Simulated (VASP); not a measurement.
# NaCl (Fm-3m) in VASP: settings compared

The runs below take NaCl through single point, with PBEsol, PBE, LDA, r2SCAN.

Program: VASP 6.6.1. These are calculated values, not measurements. Logs are shortened: lines on timing, memory, paths and dates and some standing lists are left out, and cuts for length are marked.

## 1. The cell of the first run

Symmetry: Fm-3m, No. 225, cubic system. Conventional cell: a = 5.598 Å, b = 5.598 Å, c = 5.598 Å, α = 90.00°, β = 90.00°, γ = 90.00°. Within 3.7 Å of Na (site symmetry m-3m) lie 6 Cl at 2.80 Å. Within 3.7 Å of Cl (site symmetry m-3m) lie 6 Na at 2.80 Å.

## 2. Single point, PBEsol

INCAR

```
ALGO     = Normal         # electronic algorithm
EDIFF    = 1E-6           # SCF threshold, eV
ENCUT    = 520            # plane-wave cutoff, eV
GGA      = PS             # functional
ISIF     = 2              # what is computed and relaxed
ISMEAR   = -1             # smearing method
LASPH    = True           # aspherical terms in the spheres
LCHARG   = False          # write CHGCAR
LREAL    = False          # projectors in reciprocal space
LWAVE    = False          # write WAVECAR
NBANDS   = 14             # bands
NELM     = 100            # most SCF steps
PREC     = Accurate       # precision mode
SIGMA    = 0.02           # smearing width, eV
```

KPOINTS

```
k-points
0
Gamma
  8 8 8
```

POSCAR

```
NaCl
1.0
    0.0000000000      2.7992469127      2.7992469127
    2.7992469127      0.0000000000      2.7992469127
    2.7992469127      2.7992469127      0.0000000000
Na Cl
1 1
Direct
    0.0000000000      0.0000000000      0.0000000000
    0.5000000000      0.5000000000      0.5000000000
```

Potentials or basis: VASP PAW PBE potentials, release 64 (Na_pv, Cl).

On the command line:

```sh
$ cat potpaw_PBE.64/Na_pv/POTCAR potpaw_PBE.64/Cl/POTCAR > POTCAR
$ mpirun -np 1 vasp_std > vasp.out
```

OUTCAR:

```text
EDIFF = 1E-6
   ENCUT = 520
   GGA = PS
   ISIF = 2
   ISMEAR = -1
   LASPH = True
   LREAL = False
   NELM = 100
   PREC = Accurate

 ion  position               nearest neighbor table
   1  0.000  0.000  0.000-
   2  0.500  0.500  0.500-

  LATTYP: Found a face centered cubic cell.
 ALAT       =     5.5984938254

  Lattice vectors:

 A1 = (   0.0000000000,   2.7992469127,   2.7992469127)
 A2 = (   2.7992469127,   0.0000000000,   2.7992469127)
 A3 = (   2.7992469127,   2.7992469127,   0.0000000000)

Analysis of symmetry for initial positions (statically):
=====================================================================
 Subroutine PRICEL returns:
 Original cell was already a primitive cell.

 Routine SETGRP: Setting up the symmetry group for a
 face centered cubic supercell.

 Subroutine GETGRP returns: Found 48 space group operations
 (whereof 48 operations were pure point group operations)
 out of a pool of 48 trial point group operations.

The static configuration has the point symmetry O_h .

Analysis of symmetry for dynamics (positions and initial velocities):
=====================================================================
 Subroutine PRICEL returns:
 Original cell was already a primitive cell.

 Routine SETGRP: Setting up the symmetry group for a
 face centered cubic supercell.

 Subroutine GETGRP returns: Found 48 space group operations
 (whereof 48 operations were pure point group operations)
 out of a pool of 48 trial point group operations.

The dynamic configuration has the point symmetry O_h .

 Subroutine INISYM returns: Found 48 space group operations
 (whereof 48 operations are pure point group operations),
 and found     1 'primitive' translations

----------------------------------------------------------------------------------------

                                     Primitive cell

  volume of cell :      43.8686

  direct lattice vectors                    reciprocal lattice vectors
     0.000000000  2.799246913  2.799246913    -0.178619470  0.178619470  0.178619470
     2.799246913  0.000000000  2.799246913     0.178619470 -0.178619470  0.178619470
     2.799246913  2.799246913  0.000000000     0.178619470  0.178619470 -0.178619470

  length of vectors
     3.958732948  3.958732948  3.958732948     0.309377997  0.309377997  0.309377997

  position of ions in fractional coordinates (direct lattice)
     0.000000000  0.000000000  0.000000000
     0.500000000  0.500000000  0.500000000

[... 79 lines left out ...]
   NSW    =      0    number of steps for IOM
   IBRION =     -1    ionic relax: 0-MD 1-quasi-New 2-CG
   NFREE  =      0    steps in history (QN), initial steepest desc. (CG)
   ISIF   =      2    stress and relaxation
   ISYM   =      2    0-nonsym 1-usesym 2-fastsym
   POTIM  = 0.5000    time-step for ionic-motion
   TEBEG  =    0.0;   TEEND  =   0.0 temperature during run
   PSTRESS=    0.0 pullay stress
   NELECT =      14.0000    total number of electrons
   NUPDOWN=      -1.0000    fix difference up-down
   EMIN   =  10.00;   EMAX   =-10.00  energy-range for DOS
   EFERMI =   0.00;   METHOD = LEGACY
   ISMEAR =    -1;   SIGMA  =   0.02  broadening in eV -4-tet -1-fermi 0-gaus
   EFERMI_NEDOS =   21; number of points for ismear=-14 and -15
   IALGO  =     38    algorithm
   IMIX   =      4    mixing-type and parameters
     AMIX     =   0.40;   BMIX     =  1.00
     AMIX_MAG =   1.60;   BMIX_MAG =  1.00
  volume/ion in A,a.u.               =      21.93       148.02
  Fermi-wavevector in a.u.,A,eV,Ry     =   1.118750  2.114131 17.029067  1.251601
  Thomas-Fermi vector in A             =   2.255383
   LORBIT       =      0    0 simple, 1 ext, 2 COOP (PROOUT), +10 PAW based schemes
   GGA     = PS    functional components
   LHFCALC =     F    Hartree Fock is set to
   AEXX    =    0.0000 exact exchange contribution
   IVDW    =     0    specifies the selected vdW correction
   LEPSILON=     F    determine dielectric tensor
   LRPA    =     F    only Hartree local field effects (RPA)
 non-spin polarized calculation
  energy-cutoff  :      520.00
  volume of cell :       43.87
 maximum number of plane-waves:      1243
 NGX is ok and might be reduce to    30
   NGX = 15   NGY = 15   NGZ = 15

 number of electron      14.0000005 magnetization

 Free energy of the ion-electron system (eV)
  ---------------------------------------------------
  ext. energy  EPLUGINS =         0.00000000
  ---------------------------------------------------
  free energy    TOTEN  =        -6.99823805 eV

  energy without entropy =       -6.99823805  energy(sigma->0) =       -6.99823805

 E-fermi :  -0.1356     XC(G=0):  -8.4315

 val. band max:       -0.6556599814   @ k =   0.0000   0.0000   0.0000
 cond. band min:       4.3580254969   @ k =   0.0000   0.0000   0.0000
 fundamental gap:      5.0136854783
 Fermi energy:        -0.1355985662

 k-point     1 :       0.0000    0.0000    0.0000
  band No.  band energies     occupation
      1     -21.2661      2.00000
      2     -21.2661      2.00000
      3     -21.2661      2.00000
      4     -13.3515      2.00000
      5      -0.6557      2.00000
      6      -0.6557      2.00000
      7      -0.6557      2.00000
      8       4.3580      0.00000
      9      10.3628      0.00000
     10      10.3628      0.00000
     11      10.3628      0.00000
     12      12.6128      0.00000
     13      12.6128      0.00000
     14      14.0223      0.00000
[... 377 lines left out ...]
      1     -21.2933      2.00000
      2     -21.2754      2.00000
      3     -21.2710      2.00000
      4     -12.9476      2.00000
      5      -2.4084      2.00000
      6      -1.4701      2.00000
      7      -1.0941      2.00000
      8       7.5460      0.00000
      9       8.8931      0.00000
     10       9.5304      0.00000
     11      11.0487      0.00000
     12      13.6809      0.00000
     13      14.9990      0.00000
     14      16.0781      0.00000

 [... further k-points ...]
[... 5 lines left out ...]
  --------------------------------------------------------------------------------------
  -------------------------------------------------------------------------------------
  Total        0.0194224      0.0194224      0.0194224      0.0000000      0.0000000      0.0000000
  in kB        0.7093481      0.7093481      0.7093481      0.0000000      0.0000000      0.0000000
  external PRESSURE =       0.7093481 kB  Pullay stress =       0.0000000 kB

 VOLUME and BASIS-vectors are now :
 -----------------------------------------------------------------------------
  energy-cutoff  :      520.00
  volume of cell :       43.87
      direct lattice vectors                 reciprocal lattice vectors
     0.000000000  2.799246913  2.799246913    -0.178619470  0.178619470  0.178619470
     2.799246913  0.000000000  2.799246913     0.178619470 -0.178619470  0.178619470
     2.799246913  2.799246913  0.000000000     0.178619470  0.178619470 -0.178619470

 POSITION                                       TOTAL-FORCE (eV/Angst)
 -----------------------------------------------------------------------------------
      0.00000      0.00000      0.00000         0.000000      0.000000      0.000000
      2.79925      2.79925      2.79925        -0.000000     -0.000000     -0.000000
 -----------------------------------------------------------------------------------
    total drift:                               -0.000000      0.000000      0.000000

  FREE ENERGIE OF THE ION-ELECTRON SYSTEM (eV)
  ---------------------------------------------------
  free  energy   TOTEN  =        -6.9982380542 eV

  energy  without entropy=       -6.9982380542  energy(sigma->0) =       -6.99823805
```

Wall time 10 s (1 thread of Intel Xeon Platinum 8559C (Emerald Rapids), shared host); peak memory 0.16 GiB.

What came out:

| Property | Result |
| --- | --- |
| Free energy | -6.9982 eV |
| Pressure | 0.1 GPa |
| Band gap on the k mesh | 5.01 eV, direct |

Caveat: the PAW data sets were made with another functional, which shifts forces and pressure a little. Expect the measured gap to be larger: semilocal functionals such as PBEsol lack the derivative discontinuity.

## 3. Single point, PBE

This run uses another cell than the first one, of 22.02 Å³/atom, 1.004 times its volume.

INCAR

```
SYSTEM = NaCl
ALGO = Normal
EDIFF = 1E-6
ENCUT = 520
GGA = PE
ISIF = 2
ISMEAR = -1
LASPH = .True.
LCHARG = .False.
LREAL = .False.
LWAVE = .False.
NBANDS = 14
NELM = 60
PREC = Accurate
SIGMA = 0.02
```

KPOINTS

```
k-points
0
Gamma
  8 8 8
  0 0 0
```

POSCAR

```
NaCl
1.0
    0.0000000000      2.8027320724      2.8027320724
    2.8027320724      0.0000000000      2.8027320724
    2.8027320724      2.8027320724      0.0000000000
Na Cl
1 1
Direct
    0.0000000000      0.0000000000      0.0000000000
    0.5000000000      0.5000000000      0.5000000000
```

Potentials or basis: VASP PAW PBE potentials, release 64 (Na_pv, Cl).

On the command line:

```sh
$ cat potpaw_PBE.64/Na_pv/POTCAR potpaw_PBE.64/Cl/POTCAR > POTCAR
$ mpirun -np 1 vasp_std > vasp.out
```

OUTCAR:

```text
SYSTEM = NaCl
   EDIFF = 1E-6
   ENCUT = 520
   GGA = PE
   ISIF = 2
   ISMEAR = -1
   LASPH = .True.
   LREAL = .False.
   NELM = 60
   PREC = Accurate

 ion  position               nearest neighbor table
   1  0.000  0.000  0.000-
   2  0.500  0.500  0.500-

  LATTYP: Found a face centered cubic cell.
 ALAT       =     5.6054641448

  Lattice vectors:

 A1 = (   0.0000000000,   2.8027320724,   2.8027320724)
 A2 = (   2.8027320724,   0.0000000000,   2.8027320724)
 A3 = (   2.8027320724,   2.8027320724,   0.0000000000)

[... 581 lines left out ...]
      8       7.7539      0.00000
      9       8.9976      0.00000
     10       9.7142      0.00000
     11      11.1772      0.00000
     12      13.8230      0.00000
     13      15.1104      0.00000
     14      16.1230      0.00000

 [... further k-points ...]
[... 5 lines left out ...]
  --------------------------------------------------------------------------------------
  -------------------------------------------------------------------------------------
  Total        0.3415826      0.3415826      0.3415826     -0.0000000      0.0000000      0.0000000
  in kB       12.4288665     12.4288665     12.4288665     -0.0000000      0.0000000      0.0000000
  external PRESSURE =      12.4288665 kB  Pullay stress =       0.0000000 kB

 VOLUME and BASIS-vectors are now :
 -----------------------------------------------------------------------------
  energy-cutoff  :      520.00
  volume of cell :       44.03
      direct lattice vectors                 reciprocal lattice vectors
     0.000000000  2.802732072  2.802732072    -0.178397359  0.178397359  0.178397359
     2.802732072  0.000000000  2.802732072     0.178397359 -0.178397359  0.178397359
     2.802732072  2.802732072  0.000000000     0.178397359  0.178397359 -0.178397359

 POSITION                                       TOTAL-FORCE (eV/Angst)
 -----------------------------------------------------------------------------------
      0.00000      0.00000      0.00000         0.000000     -0.000000      0.000000
      2.80273      2.80273      2.80273        -0.000000      0.000000      0.000000
 -----------------------------------------------------------------------------------
    total drift:                               -0.000000      0.000000      0.000000

  FREE ENERGIE OF THE ION-ELECTRON SYSTEM (eV)
  ---------------------------------------------------
  free  energy   TOTEN  =        -6.7694393106 eV

  energy  without entropy=       -6.7694393106  energy(sigma->0) =       -6.76943931
```

Wall time 9.9 s (1 thread of Intel Xeon Platinum 8559C (Emerald Rapids), shared host); peak memory 0.16 GiB.

Results:

| Item | Value |
| --- | --- |
| Free energy | -6.7694 eV |
| Pressure | 1.2 GPa |
| Band gap on the k mesh | 5.18 eV, direct |

## 4. Single point, LDA

This run uses another cell than the first one, of 22.02 Å³/atom, 1.004 times its volume.

INCAR

```
PREC = Accurate
ENCUT = 520
EDIFF = 1E-6
ISMEAR = 0
SIGMA = 0.01
LREAL = False
LASPH = True
NELM = 60
ALGO = Normal
ISIF = 2
LWAVE = False
LCHARG = False
NBANDS = 14
```

KPOINTS

```
Automatic mesh
0
Gamma
  8 8 8
```

POSCAR is that of step 3.

Potentials or basis: VASP PAW LDA potentials, release 64 (Na_pv, Cl).

On the command line:

```sh
$ cat potpaw_LDA.64/Na_pv/POTCAR potpaw_LDA.64/Cl/POTCAR > POTCAR
$ mpirun -np 1 vasp_std > vasp.out
```

OUTCAR:

```text
PREC = Accurate
   ENCUT = 520
   EDIFF = 1E-6
   ISMEAR = 0
   LREAL = False
   LASPH = True
   NELM = 60
   ISIF = 2

 ion  position               nearest neighbor table
   1  0.000  0.000  0.000-
   2  0.500  0.500  0.500-

  LATTYP: Found a face centered cubic cell.
 ALAT       =     5.6054641448

  Lattice vectors:

 A1 = (   0.0000000000,   2.8027320724,   2.8027320724)
 A2 = (   2.8027320724,   0.0000000000,   2.8027320724)
 A3 = (   2.8027320724,   2.8027320724,   0.0000000000)

Analysis of symmetry for initial positions (statically):
=====================================================================
 Subroutine PRICEL returns:
 Original cell was already a primitive cell.

 Routine SETGRP: Setting up the symmetry group for a
 face centered cubic supercell.

 Subroutine GETGRP returns: Found 48 space group operations
 (whereof 48 operations were pure point group operations)
 out of a pool of 48 trial point group operations.

The static configuration has the point symmetry O_h .

Analysis of symmetry for dynamics (positions and initial velocities):
[... 167 lines left out ...]
 k-point     1 :       0.0000    0.0000    0.0000
  band No.  band energies     occupation
      1     -21.5859      2.00000
      2     -21.5859      2.00000
      3     -21.5859      2.00000
      4     -13.4683      2.00000
      5      -0.8416      2.00000
      6      -0.8416      2.00000
      7      -0.8416      2.00000
      8       3.9266      0.00000
      9      10.0229      0.00000
     10      10.0229      0.00000
     11      10.0229      0.00000
     12      12.2766      0.00000
     13      12.2766      0.00000
     14      13.6778      0.00000
[... 377 lines left out ...]
      1     -21.6131      2.00000
      2     -21.5953      2.00000
      3     -21.5909      2.00000
      4     -13.0576      2.00000
      5      -2.6280      2.00000
      6      -1.6701      2.00000
      7      -1.2869      2.00000
      8       7.1755      0.00000
      9       8.4456      0.00000
     10       9.1592      0.00000
     11      10.6492      0.00000
     12      13.2931      0.00000
     13      14.5760      0.00000
     14      15.7845      0.00000

 [... further k-points ...]
[... 5 lines left out ...]
  --------------------------------------------------------------------------------------
  -------------------------------------------------------------------------------------
  Total       -0.5598137     -0.5598137     -0.5598137      0.0000000      0.0000000      0.0000000
  in kB      -20.3694524    -20.3694524    -20.3694524      0.0000000      0.0000000      0.0000000
  external PRESSURE =     -20.3694524 kB  Pullay stress =       0.0000000 kB

 VOLUME and BASIS-vectors are now :
 -----------------------------------------------------------------------------
  energy-cutoff  :      520.00
  volume of cell :       44.03
      direct lattice vectors                 reciprocal lattice vectors
     0.000000000  2.802732072  2.802732072    -0.178397359  0.178397359  0.178397359
     2.802732072  0.000000000  2.802732072     0.178397359 -0.178397359  0.178397359
     2.802732072  2.802732072  0.000000000     0.178397359  0.178397359 -0.178397359

 POSITION                                       TOTAL-FORCE (eV/Angst)
 -----------------------------------------------------------------------------------
      0.00000      0.00000      0.00000         0.000000     -0.000000     -0.000000
      2.80273      2.80273      2.80273        -0.000000      0.000000      0.000000
 -----------------------------------------------------------------------------------
    total drift:                               -0.000000      0.000000      0.000000

  FREE ENERGIE OF THE ION-ELECTRON SYSTEM (eV)
  ---------------------------------------------------
  free  energy   TOTEN  =        -7.3676168240 eV

  energy  without entropy=       -7.3676168240  energy(sigma->0) =       -7.36761682
```

It took 9.1 s on 1 thread of Intel Xeon Platinum 8559C (Emerald Rapids), shared host; peak memory 0.14 GiB.

What came out:

| Item | Value |
| --- | --- |
| Free energy | -7.3676 eV |
| Pressure | -2.0 GPa |
| Band gap on the k mesh | 4.77 eV, direct |

[end of part 1 of 2]
